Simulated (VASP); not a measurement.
# Ag (Fm-3m) in VASP: further runs, part 2 of 3

VASP 6.6.1. The steps go on from the part before.

### 4 Relaxation of cell and atoms, LDA, target pressure 1 GPa, at which the enthalpy is minimised

This run uses another cell than the first one, of 16.01 Å³/atom, 1.007 times its volume.

File INCAR:

```
SYSTEM = Ag
PREC     = Accurate       ! precision mode
ENCUT    = 600            ! plane-wave cutoff, eV
EDIFF    = 1E-6           ! SCF threshold, eV
ISMEAR   = -1             ! smearing method
SIGMA    = 0.05           ! smearing width, eV
LREAL    = .False.        ! projectors in reciprocal space
LASPH    = .True.         ! aspherical terms in the spheres
NELM     = 100            ! most SCF steps
ALGO     = Normal         ! electronic algorithm
ISIF     = 3              ! what is computed and relaxed
LWAVE    = .False.        ! write WAVECAR
LCHARG   = .False.        ! write CHGCAR
GGA      = CA             ! functional
IBRION   = 2              ! ionic algorithm
NSW      = 100            ! ionic steps
EDIFFG   = -0.002         ! ionic threshold
PSTRESS  = 10.0
```

File KPOINTS:

```
regular mesh
0
Gamma
  24 24 24
  0 0 0
```

File POSCAR:

```
Ag
1.0
    0.0000000000      2.0004778691      2.0004778691
    2.0004778691      0.0000000000      2.0004778691
    2.0004778691      2.0004778691      0.0000000000
Ag
1
Direct
    0.0000000000      0.0000000000      0.0000000000
```

Potentials or basis: VASP PAW LDA potentials, release 64 (Ag).

Started as:

```sh
$ cat potpaw_LDA.64/Ag/POTCAR > POTCAR
$ mpirun -np 1 vasp_std > vasp.out
```

OUTCAR:

```text
SYSTEM = Ag
   PREC = Accurate
   ENCUT = 600
   EDIFF = 1E-6
   ISMEAR = -1
   LREAL = .False.
   LASPH = .True.
   NELM = 100
   ISIF = 3
   GGA = CA
   IBRION = 2
   NSW = 100
   EDIFFG = -0.002
   PSTRESS = 10.0

 ion  position               nearest neighbor table
   1  0.000  0.000  0.000-

  LATTYP: Found a face centered cubic cell.
 ALAT       =     4.0009557382

  Lattice vectors:

 A1 = (   0.0000000000,   2.0004778691,   2.0004778691)
 A2 = (   2.0004778691,   0.0000000000,   2.0004778691)
 A3 = (   2.0004778691,   2.0004778691,   0.0000000000)

Analysis of symmetry for initial positions (statically):
=====================================================================
 Subroutine PRICEL returns:
 Original cell was already a primitive cell.

 Routine SETGRP: Setting up the symmetry group for a
 face centered cubic supercell.

 Subroutine GETGRP returns: Found 48 space group operations
 (whereof 48 operations were pure point group operations)
 out of a pool of 48 trial point group operations.

The static configuration has the point symmetry O_h .

Analysis of symmetry for dynamics (positions and initial velocities):
=====================================================================
 Subroutine PRICEL returns:
 Original cell was already a primitive cell.

 Routine SETGRP: Setting up the symmetry group for a
 face centered cubic supercell.

 Subroutine GETGRP returns: Found 48 space group operations
 (whereof 48 operations were pure point group operations)
 out of a pool of 48 trial point group operations.

The dynamic configuration has the point symmetry O_h .

 Subroutine INISYM returns: Found 48 space group operations
 (whereof 48 operations are pure point group operations),
 and found     1 'primitive' translations

----------------------------------------------------------------------------------------

                                     Primitive cell

  volume of cell :      16.0115

  direct lattice vectors                    reciprocal lattice vectors
     0.000000000  2.000477869  2.000477869    -0.249940281  0.249940281  0.249940281
     2.000477869  0.000000000  2.000477869     0.249940281 -0.249940281  0.249940281
     2.000477869  2.000477869  0.000000000     0.249940281  0.249940281 -0.249940281

  length of vectors
     2.829102934  2.829102934  2.829102934     0.432909265  0.432909265  0.432909265

  position of ions in fractional coordinates (direct lattice)
     0.000000000  0.000000000  0.000000000

  ion indices of the primitive-cell ions
   primitive index   ion index
                 1           1

----------------------------------------------------------------------------------------

 KPOINTS: regular mesh

Automatic generation of k-mesh.
 Grid dimensions read from file:
 generate k-points for:   24   24   24

 Generating k-lattice:

  Cartesian coordinates                     Fractional coordinates (reciprocal lattice)
    -0.010414178  0.010414178  0.010414178     0.041666667  0.000000000  0.000000000
     0.010414178 -0.010414178  0.010414178     0.000000000  0.041666667  0.000000000
     0.010414178  0.010414178 -0.010414178     0.000000000  0.000000000  0.041666667

  Length of vectors
     0.018037886  0.018037886  0.018037886

  Shift w.r.t. Gamma in fractional coordinates (k-lattice)
     0.000000000  0.000000000  0.000000000

 Subroutine IBZKPT returns following result:
 ===========================================

 Found    413 irreducible k-points:

 Following reciprocal coordinates:
            Coordinates               Weight
  0.000000  0.000000  0.000000      1.000000
  0.041667  0.000000  0.000000      8.000000
  0.083333  0.000000  0.000000      8.000000
  0.125000  0.000000  0.000000      8.000000
  0.166667  0.000000  0.000000      8.000000
  0.208333  0.000000  0.000000      8.000000
[... 16 lines left out ...]
  0.416667  0.041667  0.000000     24.000000
  0.458333  0.041667  0.000000     24.000000
 [... further k-points ...]
   k-points           NKPTS =    413   k-points in BZ     NKDIM =    413   number of bands    NBANDS=      9
   number of dos      NEDOS =    301   number of ions     NIONS =      1
   total plane-waves  NPLWV =  13824
   dimension x,y,z NGX =    24 NGY =   24 NGZ =   24
   dimension x,y,z NGXF=    48 NGYF=   48 NGZF=   48
   ions per type =               1
   NGX,Y,Z   is equivalent  to a cutoff of  14.10, 14.10, 14.10 a.u.
   NGXF,Y,Z  is equivalent  to a cutoff of  28.21, 28.21, 28.21 a.u.
 SYSTEM =  Ag
   PREC   = accura    normal or accurate (medium, high low for compatibility)
   ISTART =      0    job   : 0-new  1-cont  2-samecut
   ICHARG =      2    charge: 1-file 2-atom 10-const
   ISPIN  =      1    spin polarized calculation?
   LNONCOLLINEAR =      F non collinear calculations
   LSORBIT =      F    spin-orbit coupling
   LASPH  =      T    aspherical Exc in radial PAW
   ENCUT  =  600.0 eV  44.10 Ry    6.64 a.u.   5.65  5.65  5.65*2*pi/ulx,y,z
   NELM   =    100;   NELMIN=  2; NELMDL= -5     # of ELM steps
   EDIFF  = 0.1E-05   stopping-criterion for ELM
   LREAL  =      F    real-space projection
   EDIFFG = -.2E-02   stopping-criterion for IOM
   NSW    =    100    number of steps for IOM
   IBRION =      2    ionic relax: 0-MD 1-quasi-New 2-CG
   NFREE  =      1    steps in history (QN), initial steepest desc. (CG)
   ISIF   =      3    stress and relaxation
   ISYM   =      2    0-nonsym 1-usesym 2-fastsym
   POTIM  = 0.5000    time-step for ionic-motion
   TEBEG  =    0.0;   TEEND  =   0.0 temperature during run
   PSTRESS=   10.0 pullay stress
   NELECT =      11.0000    total number of electrons
   NUPDOWN=      -1.0000    fix difference up-down
   EMIN   =  10.00;   EMAX   =-10.00  energy-range for DOS
   EFERMI =   0.00;   METHOD = LEGACY
   ISMEAR =    -1;   SIGMA  =   0.05  broadening in eV -4-tet -1-fermi 0-gaus
   EFERMI_NEDOS =   21; number of points for ismear=-14 and -15
   IALGO  =     38    algorithm
   IMIX   =      4    mixing-type and parameters
     AMIX     =   0.40;   BMIX     =  1.00
     AMIX_MAG =   1.60;   BMIX_MAG =  1.00
  volume/ion in A,a.u.               =      16.01       108.05
  Fermi-wavevector in a.u.,A,eV,Ry     =   1.444537  2.729779 28.391099  2.086687
  Thomas-Fermi vector in A             =   2.562821
   LORBIT       =      0    0 simple, 1 ext, 2 COOP (PROOUT), +10 PAW based schemes
   GGA     = CA    functional components
   LHFCALC =     F    Hartree Fock is set to
   AEXX    =    0.0000 exact exchange contribution
   IVDW    =     0    specifies the selected vdW correction
   LEPSILON=     F    determine dielectric tensor
   LRPA    =     F    only Hartree local field effects (RPA)
 conjugate gradient relaxation of ions
 non-spin polarized calculation
  energy-cutoff  :      600.00
  volume of cell :       16.01
 maximum number of plane-waves:       548
   NGX = 11   NGY = 11   NGZ = 11

--------------------------------------- Ionic step        1  -------------------------------------------

 number of electron      11.0000002 magnetization

 Free energy of the ion-electron system (eV)
  ---------------------------------------------------
  ext. energy  EPLUGINS =         0.00000000
  ---------------------------------------------------
  free energy    TOTEN  =        -3.78452350 eV

  energy without entropy =       -3.78293970  energy(sigma->0) =       -3.78373160

------------------------ aborting loop because EDIFF is reached ----------------------------------------

  FORCE on cell =-STRESS in cart. coord.  units (eV):
  Direction    XX          YY          ZZ          XY          YZ          ZX
  --------------------------------------------------------------------------------------
  -------------------------------------------------------------------------------------
  Total        0.0106689      0.0106689      0.0106689      0.0000000      0.0000000      0.0000000
  in kB        1.0675797      1.0675797      1.0675797      0.0000000      0.0000000      0.0000000
  external PRESSURE =      -8.9324203 kB  Pullay stress =      10.0000000 kB
[... 61 lines left out ...]
--------------------------------------- Ionic step        3  -------------------------------------------

 number of electron      11.0000002 magnetization

 Free energy of the ion-electron system (eV)
  ---------------------------------------------------
  ext. energy  EPLUGINS =         0.00000000
  ---------------------------------------------------
  free energy    TOTEN  =        -3.78420061 eV

  energy without entropy =       -3.78263314  energy(sigma->0) =       -3.78341687

 E-fermi :   9.1906     XC(G=0): -12.9933

 val. band max:        9.1599524615   @ k =  -0.4583   0.0833   0.0000
 cond. band min:       9.2100568837   @ k =   0.5000   0.3333   0.1250
 fundamental gap:      0.0501044222
 Fermi energy:         9.1905757869

 k-point     1 :       0.0000    0.0000    0.0000
  band No.  band energies     occupation
      1       0.8051      2.00000
      2       4.1164      2.00000
      3       4.1164      2.00000
      4       4.1164      2.00000
      5       5.3068      2.00000
      6       5.3068      2.00000
      7      25.3014      0.00000
      8      29.2195      0.00000
      9      29.2195      0.00000
[... 265 lines left out ...]
 k-point    24 :       0.4583    0.0417    0.0000
  band No.  band energies     occupation
      1       2.3565      2.00000
      2       4.0847      2.00000
      3       4.1442      2.00000
      4       5.9595      2.00000
      5       6.1938      2.00000
      6       8.1264      2.00000
      7      13.9026      0.00000
      8      24.6532      0.00000
      9      27.3271      0.00000

 [... further k-points ...]
[... 5 lines left out ...]
  --------------------------------------------------------------------------------------
  -------------------------------------------------------------------------------------
  Total        0.0993763      0.0993763      0.0993763     -0.0000000     -0.0000000      0.0000000
  in kB       10.0043163     10.0043163     10.0043163     -0.0000000     -0.0000000      0.0000000
  external PRESSURE =       0.0043163 kB  Pullay stress =      10.0000000 kB
[... 20 lines left out ...]
  energy  without entropy=       -3.7826331409  energy(sigma->0) =       -3.78341687

  enthalpy is  TOTEN    =        -3.6848671606 eV   P V=        0.0993334445

 reached required accuracy - stopping structural energy minimisation
```

Wall time 33 s (1 thread of Intel Xeon 6975P-C (Granite Rapids), shared host); peak memory 0.19 GiB.

What came out:

```
Free energy                                            : -3.7842 eV
Relaxed volume                                         : 15.91 Å³/atom
Relaxed cell                                           : a = 2.823 Å, b = 2.823 Å, c = 2.823 Å, α = 60.00°, β = 60.00°, γ = 60.00°
Space group after relaxing (to 0.05 Å)                 : Fm-3m (No. 225)
Energy change on relaxing (the enthalpy is what falls) : +0.3 meV/atom
Ionic steps                                            : 3
Pressure after relaxing                                : 1.0 GPa
```

Step by step:
| step | energy change (eV) | largest force (eV/Å) | pressure (GPa) | volume (Å³) |
| --- | --- | --- | --- | --- |
| 1 | 0.0000 | 0.0000 | 0.11 | 16.01 |
| 2 | 0.0013 | 0.0000 | 1.88 | 15.81 |
| 3 | 0.0003 | 0.0000 | 1.00 | 15.91 |

Final structure:
```yaml
crystal:
  lattice:
    - [0.00000, 1.99645, 1.99645]
    - [1.99645, 0.00000, 1.99645]
    - [1.99645, 1.99645, 0.00000]
  atoms:
    - { symbol: Ag, position: [0.00000, 0.00000, 0.00000] }
```

Caveat: the cell is relaxed towards a set pressure, so the enthalpy falls and the energy may rise. LDA usually gives volumes a few per cent too small.

### 5 Relaxation of cell and atoms, LDA, target pressure 2 GPa, at which the enthalpy is minimised

This run uses another cell than the first one, of 16.01 Å³/atom, 1.007 times its volume.

File INCAR:

```
PREC     = Accurate       # precision mode
ENCUT    = 600            # plane-wave cutoff, eV
EDIFF    = 1E-6           # SCF threshold, eV
ISMEAR   = -1             # smearing method
SIGMA    = 0.05           # smearing width, eV
LREAL    = F              # projectors in reciprocal space
LASPH    = T              # aspherical terms in the spheres
NELM     = 100            # most SCF steps
ALGO     = Normal         # electronic algorithm
ISIF     = 3              # what is computed and relaxed
LWAVE    = F              # write WAVECAR
LCHARG   = F              # write CHGCAR
GGA      = CA             # functional
IBRION   = 2              # ionic algorithm
NSW      = 100            # ionic steps
EDIFFG   = -0.002         # ionic threshold
PSTRESS  = 20.0
```

File KPOINTS:

```
Automatic mesh
0
Gamma
  24 24 24
```

POSCAR is that of step 4.

Started as:

```sh
$ cat potpaw_LDA.64/Ag/POTCAR > POTCAR
$ mpirun -np 1 vasp_std > vasp.out
```

It took 78 s on 1 thread of Intel Xeon 6975P-C (Granite Rapids), shared host; peak memory 0.2 GiB.

It converged, with:

- Free energy: -3.7832 eV
- Relaxed volume: 15.80 Å³/atom
- Relaxed cell: a = 2.817 Å, b = 2.817 Å, c = 2.817 Å, α = 60.00°, β = 60.00°, γ = 60.00°
- Space group after relaxing (to 0.05 Å): Fm-3m (No. 225)
- Energy change on relaxing (the enthalpy is what falls): +1.4 meV/atom
- Ionic steps: 14
- Pressure after relaxing: 2.0 GPa

The path:
```
step  energy change (eV)  largest force (eV/Å)  pressure (GPa)  volume (Å³)
   1              0.0000                0.0000            0.11        16.01
   2              0.0058                0.0000            4.27        15.58
   3              0.0013                0.0000            2.04        15.80
   4              0.0013                0.0000            1.94        15.81
   5              0.0013                0.0000            1.95        15.81
   6              0.0013                0.0000            1.95        15.81
   7              0.0013                0.0000            1.97        15.81
   8              0.0013                0.0000            1.97        15.81
   9              0.0013                0.0000            1.97        15.81
  10              0.0013                0.0000            1.97        15.81
  11              0.0013                0.0000            1.97        15.81
  12              0.0013                0.0000            1.97        15.81
  13              0.0013                0.0000            1.97        15.81
  14              0.0014                0.0000            2.01        15.80
```

Final structure:
```cif
data_structure
_symmetry_space_group_name_H-M 'P 1'
_symmetry_Int_Tables_number 1
_cell_length_a 2.8168
_cell_length_b 2.8168
_cell_length_c 2.8168
_cell_angle_alpha 60.000
_cell_angle_beta 60.000
_cell_angle_gamma 60.000
_cell_volume 15.80
loop_
_atom_site_label
_atom_site_type_symbol
_atom_site_fract_x
_atom_site_fract_y
_atom_site_fract_z
_atom_site_occupancy
Ag1 Ag 0.00000 0.00000 0.00000 1
```

Levels at points of the mesh, in eV from the Fermi level:
| k point | band 2 | band 3 | band 4 | band 5 | band 6 | band 7 | band 8 | band 9 |
| --- | --- | --- | --- | --- | --- | --- | --- | --- |
| (0.00, 0.00, 0.00) | -5.11 | -5.11 | -5.11 | -3.90 | -3.90 | 16.12 | 20.08 | 20.08 |
| (0.50, 0.00, 0.00) | -5.13 | -5.13 | -2.98 | -2.98 | -0.69 | 3.98 | 15.39 | 18.47 |
| (0.50, 0.50, 0.00) | -6.82 | -3.01 | -2.74 | -2.74 | 1.43 | 7.30 | 10.91 | 10.91 |

Caveat: the cell is relaxed towards a set pressure, so the enthalpy falls and the energy may rise. LDA usually gives volumes a few per cent too small.

[end of part 2 of 3]
